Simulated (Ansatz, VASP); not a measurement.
**One calculation of Ni3Ge, two programs**

File INCAR:

```
ALGO = Normal
EDIFF = 1E-6
ENCUT = 600
GGA = CA
GGA_COMPAT = F
ISIF = 2
ISMEAR = -1
LASPH = T
LCHARG = F
LREAL = F
LWAVE = F
NBANDS = 30
NELM = 120
PREC = Accurate
SIGMA = 0.05
```

File KPOINTS:

```
k-points
0
Gamma
  8 8 8
```

Contents of POSCAR:

```
Ni3Ge
1.0
    3.3043579936      0.0000000000      0.0000000000
    0.0000000000      3.3043579936      0.0000000000
    0.0000000000      0.0000000000      3.3043579936
Ni Ge
3 1
Direct
    0.5000000000      0.0000000000      0.5000000000
    0.0000000000      0.5000000000      0.5000000000
    0.5000000000      0.5000000000      0.0000000000
    0.0000000000      0.0000000000      0.0000000000
```

Input for Ansatz:

```yaml
crystal:
  lattice:
    - [3.3043579936, 0.0, 0.0]
    - [0.0, 3.3043579936, 0.0]
    - [0.0, 0.0, 3.3043579936]
  atoms:
    - { symbol: Ni, position: [0.5, 0.0, 0.5] }
    - { symbol: Ni, position: [0.0, 0.5, 0.5] }
    - { symbol: Ni, position: [0.5, 0.5, 0.0] }
    - { symbol: Ge, position: [0.0, 0.0, 0.0] }
kpoints:
  mp_grid: { grid: [8, 8, 8] }
scf:
  occupations: { method: fermi_dirac, width: 0.05 }
  lower_state_search: "off"
hamiltonian:
  xc: lda
  pseudopotentials: { kind: paw }
output:
  forces: true
  stress: true
  eigenvalues: true
  write_density: true
  write_potential: true
  elf: true
  volumetric_format: npy
```

Change from the starting cell: volume scaled by 0.82, no spin polarisation, PAW files.

Alike in both runs: task single point; functional LDA; k mesh 8 × 8 × 8; occupations fermi-dirac, width 0.05 eV; no spin polarisation.

|  | VASP | Ansatz |
| --- | --- | --- |
| version | VASP 6.6.1 | Ansatz 0.2.0 |
| potentials or method | VASP PAW LDA potentials, release 64 (Ni, Ge_d) | PAW with Ansatz's default frozen-core files, scalar-relativistic |
| plane-wave cutoff (eV) | 600 | 420 |
| valence electrons in the cell | 44 | 68 |

```csv
,VASP,Ansatz,Ansatz less VASP
pressure (GPa),58.1,57.4,-0.67
```

LDA's correlation is that of Perdew and Zunger in VASP and of Perdew and Wang (1992) in Ansatz. Both programs put the cell under a high pressure, so it lies far from rest at this level. VASP's potentials hold 44 valence electrons a cell and Ansatz's 68, so a difference there can come from the potentials and not from the codes.
